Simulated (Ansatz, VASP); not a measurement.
# One calculation of K, two programs

File INCAR:

```
ALGO = Normal
EDIFF = 1E-7
ENCUT = 520
GGA = PS
ISIF = 2
ISMEAR = -1
LASPH = T
LCHARG = T
LELF = T
LREAL = F
LVHAR = T
LWAVE = F
NBANDS = 10
NELM = 60
PREC = Accurate
SIGMA = 0.05
```

The input KPOINTS:

```
k-points
0
Gamma
  12 12 12
```

File POSCAR:

```
K
1.0
   -2.3841179327      2.3841179327      2.3841179327
    2.3841179327     -2.3841179327      2.3841179327
    2.3841179327      2.3841179327     -2.3841179327
K
1
Direct
    0.0000000000      0.0000000000      0.0000000000
```

Input for Ansatz:

```yaml
crystal:
  lattice:
    - [-2.3841179327, 2.3841179327, 2.3841179327]
    - [2.3841179327, -2.3841179327, 2.3841179327]
    - [2.3841179327, 2.3841179327, -2.3841179327]
  atoms:
    - { symbol: K, position: [0.0, 0.0, 0.0] }
kpoints:
  mp_grid: { grid: [12, 12, 12] }
scf:
  occupations: { method: fermi_dirac, width: 0.05 }
hamiltonian:
  xc: pbesol
  pseudopotentials: { kind: all_electron, lapw: { basis_error: 0.001 } }
output:
  forces: true
  stress: true
  eigenvalues: true
  populations: true
```

Change from the starting cell: volume scaled by 0.76, LAPW.

Alike in both runs: task single point; functional PBEsol; k mesh 12 × 12 × 12; occupations fermi-dirac, width 0.05 eV; no spin polarisation.

```csv
,VASP,Ansatz
version,VASP 6.6.1,Ansatz 0.2.0
potentials or method,"VASP PAW PBE potentials, release 64 (K_sv), cutoff 520 eV","all-electron LAPW, scalar-relativistic"
```

Ansatz gave:

* pressure (GPa): 1.7

Task: Which values does VASP return?

Result: Pressure (GPa): 1.6.

VASP's potentials were made for PBE, not for PBEsol. Ansatz ran all-electron here, and VASP with PAW potentials.
